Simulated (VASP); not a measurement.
# K4Cl3 (P-6m2) in VASP: notebook

K4Cl3 is run at these levels: PBE; tasks: single point, relaxation of shape and atoms at fixed volume.

All numbers are computed with VASP 6.6.1; they aren't measurements. Logs are shortened: lines on timing, memory, paths and dates and some standing lists are left out, and cuts for length are marked.

## Step 1: The cell of the first run

It takes space group P-6m2 (No. 187, hexagonal). Conventional cell: a = 9.169 Å, b = 9.169 Å, c = 4.099 Å, α = 90.00°, β = 90.00°, γ = 120.00°. K (site symmetry mm2) has 2 Cl at 2.89 Å within 3.8 Å. K (site symmetry -6m2) has 6 Cl at 3.13 Å and 2 K at 4.10 Å within 4.1 Å. Within 3.8 Å of Cl (site symmetry mm2) lie 4 K at 2.89 to 3.13 Å.

## Step 2: Single point, PBE (42.63 Å³/atom)

The input, INCAR:

```
SYSTEM = K4Cl3
PREC = Accurate
ENCUT = 520
EDIFF = 1E-6
ISMEAR = 0
SIGMA = 0.1
LREAL = .False.
LASPH = .True.
NELM = 80
ALGO = Normal
ISIF = 2
LWAVE = .False.
LCHARG = .False.
GGA = PE
NBANDS = 38
```

The input, KPOINTS:

```
Automatic mesh
0
Gamma
  6 6 8
  0 0 0
```

The input, POSCAR:

```
K4Cl3
1.0
    9.1685203998      0.0000000000      0.0000000000
   -4.5842601999      7.9401715813      0.0000000000
    0.0000000000      0.0000000000      4.0994677817
K Cl
4 3
Direct
    0.1799223830      0.8200776170      0.5000000000
    0.1799223830      0.3598447661      0.5000000000
    0.6401552339      0.8200776170      0.5000000000
    0.6666666667      0.3333333333      0.0000000000
    0.8157275904      0.1842724096      0.5000000000
    0.8157275904      0.6314551808      0.5000000000
    0.3685448192      0.1842724096      0.5000000000
```

Potentials or basis: VASP PAW PBE potentials, release 64 (K_sv, Cl).

Launch:

```console
$ cat potpaw_PBE.64/K_sv/POTCAR potpaw_PBE.64/Cl/POTCAR > POTCAR
$ mpirun -np 1 vasp_std > vasp.out
```

OUTCAR:

```text
SYSTEM = K4Cl3
   PREC = Accurate
   ENCUT = 520
   EDIFF = 1E-6
   ISMEAR = 0
   LREAL = .False.
   LASPH = .True.
   NELM = 80
   ISIF = 2
   GGA = PE

 ion  position               nearest neighbor table
   1  0.180  0.820  0.500-   7 2.89   6 2.89
   2  0.180  0.360  0.500-   5 2.89   7 2.89
   3  0.640  0.820  0.500-   5 2.89   6 2.89
   4  0.667  0.333  0.000-   5 3.13   5 3.13   6 3.13   6 3.13   7 3.13   7 3.13
   5  0.816  0.184  0.500-   3 2.89   2 2.89   4 3.13   4 3.13
   6  0.816  0.631  0.500-   1 2.89   3 2.89   4 3.13   4 3.13
   7  0.369  0.184  0.500-   1 2.89   2 2.89   4 3.13   4 3.13

  LATTYP: Found a hexagonal cell.
 ALAT       =     9.1685203998
 C/A-ratio  =     0.4471242472

  Lattice vectors:

 A1 = (   9.1685203998,   0.0000000000,   0.0000000000)
 A2 = (  -4.5842601999,   7.9401715813,   0.0000000000)
 A3 = (   0.0000000000,   0.0000000000,   4.0994677817)

Analysis of symmetry for initial positions (statically):
=====================================================================
 Subroutine PRICEL returns:
 Original cell was already a primitive cell.

 Routine SETGRP: Setting up the symmetry group for a
 hexagonal supercell.

 Subroutine GETGRP returns: Found 12 space group operations
 (whereof 12 operations were pure point group operations)
 out of a pool of 24 trial point group operations.

The static configuration has the point symmetry D_3h.

Analysis of symmetry for dynamics (positions and initial velocities):
=====================================================================
 Subroutine PRICEL returns:
 Original cell was already a primitive cell.

 Routine SETGRP: Setting up the symmetry group for a
 hexagonal supercell.

 Subroutine GETGRP returns: Found 12 space group operations
 (whereof 12 operations were pure point group operations)
 out of a pool of 24 trial point group operations.

The dynamic configuration has the point symmetry D_3h.

 Subroutine INISYM returns: Found 12 space group operations
 (whereof 12 operations are pure point group operations),
 and found     1 'primitive' translations

----------------------------------------------------------------------------------------

                                     Primitive cell

  volume of cell :     298.4397

  direct lattice vectors                    reciprocal lattice vectors
     9.168520400  0.000000000  0.000000000     0.109068853  0.062970931  0.000000000
    -4.584260200  7.940171581  0.000000000     0.000000000  0.125941863  0.000000000
     0.000000000  0.000000000  4.099467782     0.000000000  0.000000000  0.243934104

  length of vectors
     9.168520400  9.168520400  4.099467782     0.125941863  0.125941863  0.243934104

  position of ions in fractional coordinates (direct lattice)
     0.179922383  0.820077617  0.500000000
     0.179922383  0.359844766  0.500000000
     0.640155234  0.820077617  0.500000000
     0.666666667  0.333333333  0.000000000
     0.815727590  0.184272410  0.500000000
     0.815727590  0.631455181  0.500000000
     0.368544819  0.184272410  0.500000000

  ion indices of the primitive-cell ions
   primitive index   ion index
                 1           1
                 2           2
                 3           3
                 4           4
                 5           5
                 6           6
                 7           7

----------------------------------------------------------------------------------------

 KPOINTS: Automatic mesh

Automatic generation of k-mesh.
 Grid dimensions read from file:
 generate k-points for:    6    6    8

 Generating k-lattice:

  Cartesian coordinates                     Fractional coordinates (reciprocal lattice)
     0.018178142  0.010495155  0.000000000     0.166666667  0.000000000  0.000000000
     0.000000000  0.020990310  0.000000000     0.000000000  0.166666667  0.000000000
     0.000000000  0.000000000  0.030491763     0.000000000  0.000000000  0.125000000

  Length of vectors
     0.020990310  0.020990310  0.030491763

  Shift w.r.t. Gamma in fractional coordinates (k-lattice)
     0.000000000  0.000000000  0.000000000

 Subroutine IBZKPT returns following result:
 ===========================================

 Found     35 irreducible k-points:

 Following reciprocal coordinates:
            Coordinates               Weight
  0.000000  0.000000  0.000000      1.000000
  0.166667 -0.000000  0.000000      6.000000
  0.333333  0.000000  0.000000      6.000000
  0.500000  0.000000  0.000000      3.000000
  0.166667  0.166667  0.000000      6.000000
  0.333333  0.166667  0.000000     12.000000
[... 16 lines left out ...]
  0.166667 -0.000000  0.375000     12.000000
  0.333333  0.000000  0.375000     12.000000
 [... further k-points ...]
   k-points           NKPTS =     35   k-points in BZ     NKDIM =     35   number of bands    NBANDS=     38
   number of dos      NEDOS =    301   number of ions     NIONS =      7
   total plane-waves  NPLWV = 147000
   dimension x,y,z NGX =    70 NGY =   70 NGZ =   30
   dimension x,y,z NGXF=   140 NGYF=  140 NGZF=   60
   ions per type =               4   3
   NGX,Y,Z   is equivalent  to a cutoff of  12.69, 12.69, 12.17 a.u.
   NGXF,Y,Z  is equivalent  to a cutoff of  25.39, 25.39, 24.33 a.u.
 SYSTEM =  K4Cl3
   PREC   = accura    normal or accurate (medium, high low for compatibility)
   ISTART =      0    job   : 0-new  1-cont  2-samecut
   ICHARG =      2    charge: 1-file 2-atom 10-const
   ISPIN  =      1    spin polarized calculation?
   LNONCOLLINEAR =      F non collinear calculations
   LSORBIT =      F    spin-orbit coupling
   LASPH  =      T    aspherical Exc in radial PAW
   ENCUT  =  520.0 eV  38.22 Ry    6.18 a.u.  17.05 17.05  7.62*2*pi/ulx,y,z
   NELM   =     80;   NELMIN=  2; NELMDL= -5     # of ELM steps
   EDIFF  = 0.1E-05   stopping-criterion for ELM
   LREAL  =      F    real-space projection
   EDIFFG = 0.1E-04   stopping-criterion for IOM
   NSW    =      0    number of steps for IOM
   IBRION =     -1    ionic relax: 0-MD 1-quasi-New 2-CG
   NFREE  =      0    steps in history (QN), initial steepest desc. (CG)
   ISIF   =      2    stress and relaxation
   ISYM   =      2    0-nonsym 1-usesym 2-fastsym
   POTIM  = 0.5000    time-step for ionic-motion
   TEBEG  =    0.0;   TEEND  =   0.0 temperature during run
   PSTRESS=    0.0 pullay stress
   NELECT =      57.0000    total number of electrons
   NUPDOWN=      -1.0000    fix difference up-down
   EMIN   =  10.00;   EMAX   =-10.00  energy-range for DOS
   EFERMI =   0.00;   METHOD = LEGACY
   ISMEAR =     0;   SIGMA  =   0.10  broadening in eV -4-tet -1-fermi 0-gaus
   EFERMI_NEDOS =   21; number of points for ismear=-14 and -15
   IALGO  =     38    algorithm
   IMIX   =      4    mixing-type and parameters
     AMIX     =   0.40;   BMIX     =  1.00
     AMIX_MAG =   1.60;   BMIX_MAG =  1.00
  volume/ion in A,a.u.               =      42.63       287.71
  Fermi-wavevector in a.u.,A,eV,Ry     =   0.942788  1.781612 12.093539  0.888850
  Thomas-Fermi vector in A             =   2.070432
   LORBIT       =      0    0 simple, 1 ext, 2 COOP (PROOUT), +10 PAW based schemes
   GGA     = PE    functional components
   LHFCALC =     F    Hartree Fock is set to
   AEXX    =    0.0000 exact exchange contribution
   IVDW    =     0    specifies the selected vdW correction
   LEPSILON=     F    determine dielectric tensor
   LRPA    =     F    only Hartree local field effects (RPA)
 non-spin polarized calculation
 Gauss-broadening in eV      SIGMA  =   0.10
  energy-cutoff  :      520.00
  volume of cell :      298.44
 maximum number of plane-waves:      8079
 NGX is ok and might be reduce to    70
   NGX = 35   NGY = 35   NGZ = 15

 number of electron      57.0000008 magnetization

 Free energy of the ion-electron system (eV)
  ---------------------------------------------------
  ext. energy  EPLUGINS =         0.00000000
  ---------------------------------------------------
  free energy    TOTEN  =       -19.99143911 eV

  energy without entropy =      -19.98025939  energy(sigma->0) =      -19.98584925

 E-fermi :   0.8179     XC(G=0):  -6.4067

 val. band max:        0.8138693748   @ k =   0.3333   0.0000   0.2500
 cond. band min:       0.8580501881   @ k =   0.3333   0.1667   0.2500
 fundamental gap:      0.0441808133
 Fermi energy:         0.8178579036

 k-point     1 :       0.0000    0.0000    0.0000
  band No.  band energies     occupation
      1     -30.8314      2.00000
      2     -30.8262      2.00000
      3     -30.8262      2.00000
      4     -29.6818      2.00000
      5     -15.0824      2.00000
      6     -15.0824      2.00000
[... 30 lines left out ...]
     37       6.0963      0.00000
     38       6.1545      0.00000

 k-point     2 :       0.1667   -0.0000    0.0000
  band No.  band energies     occupation
      1     -30.8312      2.00000
      2     -30.8263      2.00000
      3     -30.8262      2.00000
      4     -29.6818      2.00000
      5     -15.0791      2.00000
      6     -15.0791      2.00000
[... 30 lines left out ...]
     37       5.9215      0.00000
     38       6.0606      0.00000

 k-point     3 :       0.3333    0.0000    0.0000
  band No.  band energies     occupation
      1     -30.8308      2.00000
      2     -30.8268      2.00000
      3     -30.8262      2.00000
      4     -29.6818      2.00000
      5     -15.0725      2.00000
      6     -15.0723      2.00000
[... 30 lines left out ...]
     37       5.5379      0.00000
     38       5.9055      0.00000

 k-point     4 :       0.5000    0.0000    0.0000
  band No.  band energies     occupation
      1     -30.8306      2.00000
      2     -30.8270      2.00000
      3     -30.8262      2.00000
      4     -29.6818      2.00000
      5     -15.0691      2.00000
      6     -15.0688      2.00000
[... 30 lines left out ...]
     37       5.2288      0.00000
     38       5.8691      0.00000
[... 703 lines left out ...]
      4     -29.6739      2.00000
      5     -15.0018      2.00000
      6     -15.0018      2.00000
[... 30 lines left out ...]
     37       5.2089      0.00000
     38       5.2874      0.00000

 k-point    23 :       0.1667   -0.0000    0.3750
  band No.  band energies     occupation
      1     -30.8244      2.00000
      2     -30.8196      2.00000
      3     -30.8194      2.00000
      4     -29.6739      2.00000
      5     -15.0269      2.00000
      6     -14.9985      2.00000
[... 30 lines left out ...]
     37       5.0909      0.00000
     38       5.1353      0.00000

 k-point    24 :       0.3333    0.0000    0.3750
  band No.  band energies     occupation
      1     -30.8240      2.00000
      2     -30.8200      2.00000
      3     -30.8194      2.00000
      4     -29.6739      2.00000
      5     -15.0574      2.00000
      6     -14.9919      2.00000
[... 30 lines left out ...]
     37       5.0259      0.00000
     38       5.1341      0.00000

 [... further k-points ...]
[... 5 lines left out ...]
  --------------------------------------------------------------------------------------
  -------------------------------------------------------------------------------------
  Total        2.1115226      2.1115226      2.0241878     -0.0000000     -0.0000000      0.0000000
  in kB       11.3357353     11.3357353     10.8668775     -0.0000000     -0.0000000      0.0000000
  external PRESSURE =      11.1794494 kB  Pullay stress =       0.0000000 kB

 VOLUME and BASIS-vectors are now :
 -----------------------------------------------------------------------------
  energy-cutoff  :      520.00
  volume of cell :      298.44
      direct lattice vectors                 reciprocal lattice vectors
     9.168520400  0.000000000  0.000000000     0.109068853  0.062970931  0.000000000
    -4.584260200  7.940171581  0.000000000     0.000000000  0.125941863  0.000000000
     0.000000000  0.000000000  4.099467782     0.000000000  0.000000000  0.243934104

 POSITION                                       TOTAL-FORCE (eV/Angst)
 -----------------------------------------------------------------------------------
     -2.10983      6.51156      2.04973         0.008280     -0.004780     -0.000000
     -0.00000      2.85723      2.04973         0.000000      0.009560      0.000000
      2.10983      6.51156      2.04973        -0.008280     -0.004780     -0.000000
      4.58426      2.64672      0.00000         0.000000      0.000000      0.000000
      6.63426      1.46315      2.04973        -0.005113      0.002952      0.000000
      4.58426      5.01386      2.04973         0.000000     -0.005904     -0.000000
      2.53426      1.46315      2.04973         0.005113      0.002952      0.000000
 -----------------------------------------------------------------------------------
    total drift:                                0.000001     -0.000001     -0.000000

  FREE ENERGIE OF THE ION-ELECTRON SYSTEM (eV)
  ---------------------------------------------------
  free  energy   TOTEN  =       -19.9914391081 eV

  energy  without entropy=      -19.9802593901  energy(sigma->0) =      -19.98584925
```

Wall time 5.8 min (1 thread of Intel Xeon Platinum 8259CL at 2.50GHz (Skylake/Cascade Lake), shared host); peak memory 0.55 GiB.

Results:

```
Free energy            : -19.9914 eV
Pressure               : 1.1 GPa
Largest force          : 0.010 eV/Å
Band gap on the k mesh : zero (an odd number of electrons rules out a gap without spin polarisation)
```

Forces on the atoms (eV/Å):
```
K    0.008 -0.005  0.000
K    0.000  0.010  0.000
K   -0.008 -0.005  0.000
K    0.000  0.000  0.000
Cl  -0.005  0.003  0.000
Cl   0.000 -0.006  0.000
Cl   0.005  0.003  0.000
```

Caveat: an odd number of electrons without spin polarisation forces a metal; a magnetic or distorted state may lie lower.

## Step 3: Relaxation of shape and atoms at fixed volume, PBE (46.99 Å³/atom)

This run uses another cell than the first one, of 46.99 Å³/atom.

The input, INCAR:

```
SYSTEM = K4Cl3
PREC     = Accurate       ! precision mode
ENCUT    = 600            ! plane-wave cutoff, eV
EDIFF    = 1E-6           ! SCF threshold, eV
ISMEAR   = 0              ! smearing method
SIGMA    = 0.1            ! smearing width, eV
LREAL    = .False.        ! projectors in reciprocal space
LASPH    = .True.         ! aspherical terms in the spheres
NELM     = 80             ! most SCF steps
ALGO     = Normal         ! electronic algorithm
ISIF     = 4              ! what is computed and relaxed
LWAVE    = .False.        ! write WAVECAR
LCHARG   = .False.        ! write CHGCAR
GGA      = PE             ! functional
IBRION   = 2              ! ionic algorithm
NSW      = 50             ! ionic steps
EDIFFG   = -0.01          ! ionic threshold
```

KPOINTS is that of step 2.

The input, POSCAR:

```
K4Cl3
1.0
    9.3467651612      0.0000000000      0.0000000000
   -4.6733825806      8.0945360729      0.0000000000
    0.0000000000      0.0000000000      4.3480285661
K Cl
4 3
Direct
    0.1749454499      0.8250545501      0.5000000000
    0.1749454499      0.3498908998      0.5000000000
    0.6501091002      0.8250545501      0.5000000000
    0.6666666667      0.3333333333      0.0000000000
    0.8143753412      0.1856246588      0.5000000000
    0.8143753412      0.6287506824      0.5000000000
    0.3712493176      0.1856246588      0.5000000000
```

Potentials or basis: VASP PAW PBE potentials, release 64 (K_sv, Cl).

Launch:

```console
$ cat potpaw_PBE.64/K_sv/POTCAR potpaw_PBE.64/Cl/POTCAR > POTCAR
$ mpirun -np 1 vasp_std > vasp.out
```

It took 19 min on 1 thread of Intel Xeon 6975P-C (Granite Rapids), shared host; peak memory 0.79 GiB.

It converged, with:

```
Free energy                  : -20.1175 eV
Energy gained by relaxing    : 0.5 meV/atom
Ionic steps                  : 6
Pressure after relaxing      : 0.3 GPa
Largest force after relaxing : 0.010 eV/Å
Band gap on the k mesh       : zero (an odd number of electrons rules out a gap without spin polarisation)
```

Forces on the atoms (eV/Å):
```
K    0.009 -0.005  0.000
K    0.000  0.010  0.000
K   -0.009 -0.005  0.000
K    0.000  0.000  0.000
Cl   0.009 -0.005  0.000
Cl   0.000  0.010  0.000
Cl  -0.009 -0.005  0.000
```

Step by step:
| step | energy change (eV) | largest force (eV/Å) | pressure (GPa) | volume (Å³) |
| --- | --- | --- | --- | --- |
| 1 | 0.0000 | 0.0607 | 0.35 | 328.96 |
| 2 | -0.0016 | 0.0471 | 0.32 | 328.96 |
| 3 | -0.0030 | 0.0206 | 0.26 | 328.96 |
| 4 | -0.0030 | 0.0193 | 0.26 | 328.96 |
| 5 | -0.0031 | 0.0165 | 0.26 | 328.96 |
| 6 | -0.0035 | 0.0100 | 0.25 | 328.96 |

Final structure:
```
K Cl
1.0
     9.38154    0.00000    0.00000
    -4.69077    8.12465    0.00000
     0.00000    0.00000    4.31586
K Cl
4 3
Direct
  0.17593 0.82407 0.50000
  0.17593 0.35185 0.50000
  0.64815 0.82407 0.50000
  0.66667 0.33333 0.00000
  0.81441 0.18559 0.50000
  0.81441 0.62882 0.50000
  0.37118 0.18559 0.50000
```

Levels at points of the mesh, in eV from the Fermi level:
| k point | band 27 | band 28 | band 29 | band 30 | band 31 | band 32 |
| --- | --- | --- | --- | --- | --- | --- |
| (0.00, 0.00, 0.00) | -3.40 | -3.37 | -0.72 | 1.70 | 1.70 | 1.84 |
| (0.50, 0.00, 0.00) | -3.39 | -3.38 | -0.43 | 0.86 | 1.48 | 2.22 |
| (0.00, 0.00, 0.50) | -3.59 | -3.54 | 1.14 | 1.45 | 2.58 | 2.58 |
| (0.50, 0.00, 0.50) | -3.68 | -3.56 | 1.07 | 1.68 | 2.58 | 2.77 |

Caveat: an odd number of electrons without spin polarisation forces a metal; a magnetic or distorted state may lie lower.

The gap in the log of VASP goes by the Fermi energy; the results here count the filled bands.